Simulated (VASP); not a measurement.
A run of VASP 6.6.1 is set up as follows.

The input INCAR:

```
SYSTEM = TaN
ALGO = Normal
EDIFF = 1E-6
ENCUT = 520
GGA = PE
ISIF = 2
ISMEAR = 0
LASPH = .TRUE.
LCHARG = .TRUE.
LELF = .TRUE.
LREAL = .FALSE.
LVHAR = .TRUE.
LWAVE = .FALSE.
NBANDS = 24
NELM = 100
PREC = Accurate
SIGMA = 0.1
```

The input KPOINTS:

```
k-points
0
G
  18 18 8
  0 0 0
```

The input POSCAR:

```
TaN
1.0
    2.9170942815      0.0000000000      0.0000000000
   -1.4585471407      2.5262777530      0.0000000000
    0.0000000000      0.0000000000      5.9149190927
Ta N
2 2
Direct
    0.0000000000      0.0000000000      0.0000000000
    0.0000000000      0.0000000000      0.5000000000
    0.3333333333      0.6666666667      0.2500000000
    0.6666666667      0.3333333333      0.7500000000
```

Potentials or basis: VASP PAW PBE potentials, release 64 (Ta_pv, N).

Command:

```console
$ cat potpaw_PBE.64/Ta_pv/POTCAR potpaw_PBE.64/N/POTCAR > POTCAR
$ mpirun -np 1 vasp_std > vasp.out
```

Task: Predict the pressure.

Result: 0.7 GPa.

Task: Estimate the band gap on the k mesh.

Result: Zero (band 16 reaches 8.68 eV, above the bottom of band 17 at 7.70 eV).

Stress tensor (GPa, compression positive):
```
0.68 0.00 0.00
0.00 0.68 0.00
0.00 0.00 0.77
```

Caveat: spin-orbit coupling is left out, which moves the levels of the heavy elements.
